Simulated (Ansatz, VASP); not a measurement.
## One calculation of C, two programs

```xyz
2
Lattice="0.0000 1.7833 1.7833 1.7833 0.0000 1.7833 1.7833 1.7833 0.0000" Properties=species:S:1:pos:R:3 pbc="T T T"
C     2.6750    2.6750    2.6750
C     1.7833    1.7833    1.7833
```

Alike in both runs: task single point; functional PBE; k mesh 14 × 14 × 14; occupations fermi-dirac, width 0.003 eV; no spin polarisation.

|  | VASP | Ansatz |
| --- | --- | --- |
| version | VASP 6.6.1 | Ansatz 0.2.0 |
| potentials or method | VASP PAW PBE potentials, release 64 (C), cutoff 600 eV | PAW, plane waves, scalar-relativistic |
| valence electrons in the cell | 8 | 8 |

```tsv
	VASP	Ansatz	Ansatz less VASP
pressure (GPa)	1.8	1.8	0.00
```
